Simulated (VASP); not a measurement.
# BN in VASP: notebook, part 2 of 2

VASP 6.6.1.

### 3 Single point, PBE+D3(BJ) (atom 1 (B) moved by +0.096 Å along [1 2 0] and +0.000 Å along [0 0 1])

INCAR reads:

```
SYSTEM = BN
ALGO     = Normal         ! electronic algorithm
EDIFF    = 1E-6           ! SCF threshold, eV
ENCUT    = 520            ! plane-wave cutoff, eV
GGA      = PE             ! functional
ISIF     = 2              ! what is computed and relaxed
ISMEAR   = 0              ! smearing method
IVDW     = 12             ! dispersion correction
LASPH    = .TRUE.         ! aspherical terms in the spheres
LCHARG   = .FALSE.        ! write CHGCAR
LREAL    = .FALSE.        ! projectors in reciprocal space
LWAVE    = .FALSE.        ! write WAVECAR
NBANDS   = 16             ! bands
NELM     = 100            ! most SCF steps
PREC     = Accurate       ! precision mode
SIGMA    = 0.05           ! smearing width, eV
```

KPOINTS reads:

```
k-points
0
G
  12 12 4
  0 0 0
```

POSCAR reads:

```
BN
1.0
    2.5061233057      0.0000000000      0.0000000000
   -1.2530616528      2.1703664477      0.0000000000
    0.0000000000      0.0000000000      6.5973571420
B N
2 2
Direct
    0.0221160809      0.0442321619      0.5000000000
    0.3333333333      0.6666666667      0.0000000000
    0.0000000000      0.0000000000      0.0000000000
    0.6666666667      0.3333333333      0.5000000000
```

Potentials or basis: VASP PAW PBE potentials, release 64 (B, N).

On the command line:

```bash
$ cat potpaw_PBE.64/B/POTCAR potpaw_PBE.64/N/POTCAR > POTCAR
$ mpirun -np 1 vasp_std > vasp.out
```

OUTCAR:

```text
SYSTEM = BN
   EDIFF = 1E-6
   ENCUT = 520
   GGA = PE
   ISIF = 2
   ISMEAR = 0
   IVDW = 12
   LASPH = .TRUE.
   LREAL = .FALSE.
   NELM = 100
   PREC = Accurate
 IVDW          = 12

 ion  position               nearest neighbor table
   1  0.022  0.044  0.500-   4 1.40   4 1.40   4 1.54
   2  0.333  0.667  0.000-   3 1.45   3 1.45   3 1.45
   3  0.000  0.000  0.000-   2 1.45   2 1.45   2 1.45
   4  0.667  0.333  0.500-   1 1.40   1 1.40   1 1.54

  LATTYP: Found a hexagonal cell.
 ALAT       =     2.5061233057
 C/A-ratio  =     2.6324950281

  Lattice vectors:

 A1 = (   2.5061233057,   0.0000000000,   0.0000000000)
 A2 = (  -1.2530616528,   2.1703664477,   0.0000000000)
 A3 = (   0.0000000000,   0.0000000000,   6.5973571420)

Analysis of symmetry for initial positions (statically):
=====================================================================
 Subroutine PRICEL returns:
 Original cell was already a primitive cell.

 Routine SETGRP: Setting up the symmetry group for a
 hexagonal supercell.

 Subroutine GETGRP returns: Found  4 space group operations
 (whereof  4 operations were pure point group operations)
 out of a pool of 24 trial point group operations.

The static configuration has the point symmetry C_2v.

Analysis of symmetry for dynamics (positions and initial velocities):
=====================================================================
 Subroutine PRICEL returns:
 Original cell was already a primitive cell.

 Routine SETGRP: Setting up the symmetry group for a
 hexagonal supercell.

 Subroutine GETGRP returns: Found  4 space group operations
 (whereof  4 operations were pure point group operations)
 out of a pool of 24 trial point group operations.

The dynamic configuration has the point symmetry C_2v.

 Subroutine INISYM returns: Found  4 space group operations
 (whereof  4 operations are pure point group operations),
 and found     1 'primitive' translations

[... 119 lines left out ...]
  volume/ion in A,a.u.               =       8.97        60.54
  Fermi-wavevector in a.u.,A,eV,Ry     =   1.250680  2.363443 21.282251  1.564201
  Thomas-Fermi vector in A             =   2.384663
   LORBIT       =      0    0 simple, 1 ext, 2 COOP (PROOUT), +10 PAW based schemes
   GGA     = PE    functional components
   LHFCALC =     F    Hartree Fock is set to
   AEXX    =    0.0000 exact exchange contribution
   IVDW    =    12    specifies the selected vdW correction
   LEPSILON=     F    determine dielectric tensor
   LRPA    =     F    only Hartree local field effects (RPA)
 non-spin polarized calculation
 Gauss-broadening in eV      SIGMA  =   0.05
  energy-cutoff  :      520.00
  volume of cell :       35.88
 maximum number of plane-waves:       985
   NGX =  9   NGY =  9   NGZ = 25

 number of electron      15.9999998 magnetization

 Free energy of the ion-electron system (eV)
  ---------------------------------------------------
  ext. energy  EPLUGINS =         0.00000000
  ---------------------------------------------------
  free energy    TOTEN  =       -34.97974670 eV

  energy without entropy =      -34.97974670  energy(sigma->0) =      -34.97974670

 E-fermi :   2.5521     XC(G=0): -10.1152

 val. band max:        2.3105653114   @ k =   0.3333   0.3333   0.2500
 cond. band min:       6.5783633910   @ k =   0.5000   0.0000   0.0000
 fundamental gap:      4.2677980796
 Fermi energy:         2.5521371990

 k-point     1 :       0.0000    0.0000    0.0000
  band No.  band energies     occupation
      1     -15.4951      2.00000
      2     -15.1705      2.00000
      3      -3.9232      2.00000
      4      -1.7494      2.00000
      5      -0.0623      2.00000
      6       0.9311      2.00000
[... 433 lines left out ...]
      3      -5.4501      2.00000
      4      -5.3019      2.00000
      5      -1.9261      2.00000
      6      -1.3743      2.00000
[... 8 lines left out ...]
     15      17.8040      0.00000
     16      19.9838      0.00000

 [... further k-points ...]

------------------------ aborting loop because EDIFF is reached ----------------------------------------

 Edisp (eV)   -0.56838

 E8    (eV) :    -0.1667

  FORCE on cell =-STRESS in cart. coord.  units (eV):
  Direction    XX          YY          ZZ          XY          YZ          ZX
  --------------------------------------------------------------------------------------
  -------------------------------------------------------------------------------------
  Total       1.63837    -0.51857    -0.03898    -0.00000     0.00000     0.00000
  in kB      73.15068   -23.15312    -1.74037    -0.00000     0.00000     0.00000
  external pressure =       16.09 kB  Pullay stress =        0.00 kB

 VOLUME and BASIS-vectors are now :
 -----------------------------------------------------------------------------
  energy-cutoff  :      520.00
  volume of cell :       35.88
      direct lattice vectors                 reciprocal lattice vectors
     2.506123306  0.000000000  0.000000000     0.399022665  0.230375843  0.000000000
    -1.253061653  2.170366448  0.000000000     0.000000000  0.460751686  0.000000000
     0.000000000  0.000000000  6.597357142     0.000000000  0.000000000  0.151575847

 POSITION                                       TOTAL-FORCE (eV/Angst)
 -----------------------------------------------------------------------------------
     -0.00000      0.09600      3.29868        -0.000000     -3.370762      0.000000
     -0.00000      1.44691      0.00000         0.000000      0.001839      0.000000
      0.00000      0.00000      0.00000        -0.000000     -0.000098      0.000000
      1.25306      0.72346      3.29868         0.000000      3.369021      0.000000
 -----------------------------------------------------------------------------------
    total drift:                                0.000000      0.000306      0.000000

  FREE ENERGIE OF THE ION-ELECTRON SYSTEM (eV)
  ---------------------------------------------------
  free  energy   TOTEN  =       -35.5481309242 eV

  energy  without entropy=      -35.5481309242  energy(sigma->0) =      -35.54813092
```

It took 1.7 min on 1 thread of Intel Xeon 8259CL, shared host; peak memory 0.2 GiB.

Results:

| Property | Result |
| --- | --- |
| Free energy | -35.5481 eV |
| Pressure | 1.6 GPa |
| Largest force | 3.371 eV/Å |
| Band gap on the k mesh | 4.27 eV (least direct gap 4.48 eV) |
| Dispersion energy per atom | -0.142 eV |

Forces in eV/Å, atoms in the order of the input:
```
B    0.000 -3.371  0.000
B    0.000  0.002  0.000
N    0.000  0.000  0.000
N    0.000  3.369  0.000
```

Caveat: the cell differs from its parent crystal (atom 1 (B) moved by +0.096 Å along [1 2 0] and +0.000 Å along [0 0 1]); forces of over 1 eV/Å act on the atoms, so gaps and moduli don't describe the material at rest. A k mesh can miss the band edges.

### 4 Single point, PBE+D3(BJ) (atom 1 (B) moved by -0.096 Å along [1 2 0] and +0.000 Å along [0 0 1])

INCAR reads:

```
SYSTEM = BN
PREC = Accurate ; ENCUT = 520
EDIFF = 1E-7 ; ISMEAR = 0
SIGMA = 0.05 ; LREAL = .FALSE.
LASPH = .TRUE. ; NELM = 80
ALGO = Normal ; ISIF = 2
LWAVE = .FALSE. ; LCHARG = .FALSE.
GGA = PE ; IVDW = 12
NBANDS = 16
```

KPOINTS reads:

```
Automatic mesh
0
G
  12 12 4
  0 0 0
```

POSCAR, as its differences from that of step 3:

```diff
@@ -8,3 +8,3 @@
 Direct
-    0.0221160809      0.0442321619      0.5000000000
+   -0.0221160809     -0.0442321619      0.5000000000
     0.3333333333      0.6666666667      0.0000000000
```

On the command line:

```bash
$ cat potpaw_PBE.64/B/POTCAR potpaw_PBE.64/N/POTCAR > POTCAR
$ mpirun -np 1 vasp_std > vasp.out
```

Run time: 1.7 min. Hardware: 1 thread of Intel Xeon 8259CL, shared host; peak memory 0.2 GiB.

Results (log left out):

```
Free energy                : -35.5100 eV
Pressure                   : 2.0 GPa
Largest force              : 4.578 eV/Å
Band gap on the k mesh     : 4.10 eV (least direct gap 4.49 eV)
Dispersion energy per atom : -0.142 eV
```

Forces on the atoms (eV/Å):
```
B    0.000  4.577  0.000
B    0.000 -0.003  0.000
N    0.000  0.004  0.000
N    0.000 -4.578  0.000
```

Stress tensor (GPa, compression positive):
```
-3.25  0.00  0.00
 0.00  9.41  0.00
 0.00  0.00 -0.18
```

Levels at points of the mesh, in eV from the valence-band top:
```
           k point  band 4  band 5  band 6  band 7  band 8  band 9  band 10  band 11  band 12  band 13
(0.00, 0.00, 0.00)   -4.05   -2.32   -1.37   -1.37   -0.17    5.29    10.24    10.34    11.54    11.55
(0.50, 0.00, 0.00)   -8.68   -4.25   -4.15   -1.38   -0.73    4.52     5.86     9.42     9.66    12.92
(0.00, 0.50, 0.00)   -8.86   -4.16   -3.52   -1.16   -0.47    4.13     5.22     9.65     9.95    12.66
(0.00, 0.00, 0.50)   -5.22   -2.31   -1.37   -1.37   -0.17    7.65     7.68    10.24    11.54    11.54
(0.50, 0.00, 0.50)   -8.71   -4.23   -4.16   -1.06   -0.96    4.68     5.14     9.62     9.87    13.61
(0.00, 0.50, 0.50)   -8.91   -4.16   -3.52   -0.96   -0.53    4.12     4.68     9.86    10.15    13.69
```

Caveat: the cell differs from its parent crystal (atom 1 (B) moved by -0.096 Å along [1 2 0] and +0.000 Å along [0 0 1]); forces of over 1 eV/Å act on the atoms, so gaps and moduli don't describe the material at rest. A k mesh can miss the band edges.

### 5 The runs side by side

| cell | gap on the mesh (eV) | pressure (GPa) | largest force (eV/Å) |
| --- | --- | --- | --- |
| as given, atomic positions A | 4.31 | -0.2 | 1.28 |
| as given, atomic positions B | 4.27 | 1.6 | 3.37 |
| as given, atomic positions C | 4.10 | 2.0 | 4.58 |

Alike in all rows: task single point; level PBE+D3(BJ); potentials or basis VASP PAW PBE potentials, release 64 (B, N); no spin polarisation; k mesh 12 × 12 × 4; cutoff (eV) 520; smearing gaussian 0.05 eV.

Caveats: forces of over 1 eV/Å act on the atoms, so gaps and moduli don't describe the material at rest.

Total energies depend on the potentials used, so only differences within one code and one set of settings carry meaning.
